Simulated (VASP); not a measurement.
Crystal: NaTlS2.

```
Na S Tl
1.0
     4.10449    0.00000    0.00000
     0.00000    4.10449    0.00000
     0.00000    0.00000    6.63894
Na S Tl
1 2 1
Direct
  0.00000 0.00000 0.00000
  0.00000 0.50000 0.27087
  0.50000 0.00000 0.72913
  0.50000 0.50000 0.50000
```

Base run:

| Item | Value |
| --- | --- |
| Program | VASP 6.6.1 |
| Functional | r2SCAN |
| Potentials or basis | VASP PAW PBE potentials, release 64 (Na_pv, S, Tl_d) |
| Cutoff | 520 eV |
| k mesh | 6 × 6 × 4 |
| Occupations | gaussian, width 0.01 eV |
| Spin | no spin polarisation |

Its results: band gap on the k mesh 1.10 eV; pressure -0.1 GPa; largest force 0.004 eV/Å.

Problem. The run is repeated on the same cell with these changes: functional from r2SCAN to PBE; k mesh from 6 × 6 × 4 to 4 × 4 × 2. What comes out?

Solution. Band gap on the k mesh 0.80 eV; pressure 1.3 GPa; largest force 0.135 eV/Å.

Several settings changed at once.

Caveats: some runs use coarse meshes; spin-orbit coupling is left out, which moves the levels of the heavy elements; the PAW data sets were made with another functional, which shifts forces and pressure a little (at least some runs).

